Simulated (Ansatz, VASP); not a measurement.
One calculation of AlSn, two programs

Contents of INCAR:

```
SYSTEM = AlSn
PREC = Accurate ; ENCUT = 520
EDIFF = 1E-7 ; ISMEAR = 0
SIGMA = 0.02 ; LREAL = .FALSE.
LASPH = .TRUE. ; NELM = 60
ALGO = Normal ; ISIF = 2
LWAVE = .FALSE. ; LCHARG = .FALSE.
GGA = PS ; NBANDS = 16
```

File KPOINTS:

```
Automatic mesh
0
G
  7 7 8
  0 0 0
```

Contents of POSCAR:

```
AlSn
1.0
    4.1981056157      0.0000000000      0.0000000000
   -2.0990528078      3.6356661109      0.0000000000
    0.0000000000      0.0000000000      3.3068470000
Sn Al
1 1
Direct
    0.3333333333      0.6666666667      0.5000000000
    0.0000000000      0.0000000000      0.0000000000
```

File input.yaml:

```yaml
crystal:
  lattice:
    - [4.1981056157, 0.0, 0.0]
    - [-2.0990528078, 3.6356661109, 0.0]
    - [0.0, 0.0, 3.306847]
  atoms:
    - { symbol: Sn, position: [0.3333333333, 0.6666666667, 0.5] }
    - { symbol: Al, position: [0.0, 0.0, 0.0] }
kpoints:
  mp_grid: { grid: [7, 7, 8] }
scf:
  occupations: { method: gaussian, width: 0.02 }
hamiltonian:
  xc: pbesol
  pseudopotentials: { kind: all_electron, lapw: { basis_error: 0.001 } }
output:
  forces: true
  stress: true
  eigenvalues: true
```

Alike in both runs: task single point; functional PBEsol; k mesh 7 × 7 × 8; occupations gaussian, width 0.02 eV; no spin polarisation.

```csv
,VASP,Ansatz
version,VASP 6.6.1,Ansatz 0.2.0
potentials or method,"VASP PAW PBE potentials, release 64 (Sn_d, Al), cutoff 520 eV","all-electron LAPW, scalar-relativistic"
```

|  | VASP | Ansatz | Ansatz less VASP |
| --- | --- | --- | --- |
| gap on the k mesh at the Fermi level (eV) | none | none | - |
| pressure (GPa) | -1.8 | -1.8 | +0.04 |
| traceless stress, the component that is largest in VASP (GPa) | 0.40 | 0.40 | -0.003 |

VASP's potentials were made for PBE, not for PBEsol. A gap of «none» marks a metal or a gap that the smearing closes. Ansatz ran all-electron here, and VASP with PAW potentials.
